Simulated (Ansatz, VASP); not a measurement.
**Al: VASP beside Ansatz**

```
CELL_PARAMETERS angstrom
0.00000 2.02084 2.02084
2.02084 0.00000 2.02084
2.02084 2.02084 0.00000
ATOMIC_POSITIONS crystal
Al 0.00000 0.00000 0.00000
```

Alike in both runs: functional PBE; k mesh 60 × 60 × 60; occupations gaussian, width 0.3 eV; no spin polarisation.

Ansatz relaxed the structure, and its values are those at the end. VASP's run is a single point on that final structure, the one shown.

|  | VASP | Ansatz |
| --- | --- | --- |
| version | VASP 6.6.1 | Ansatz 0.2.0 |
| potentials or method | VASP PAW PBE potentials, release 64 (Al) | scalar-relativistic, plane waves, PAW |
| plane-wave cutoff (eV) | 520 | 420 |
| valence electrons in the cell | 3 | 3 |

VASP gave:

```
gap on the k mesh at the Fermi level (eV) : none
pressure (GPa)                            : -0.1
```

Problem. Estimate Ansatz's values.

Solution. gap on the k mesh at the Fermi level (eV): none; pressure (GPa): 0.0.

A gap of «none» marks a metal or a gap that the smearing closes.
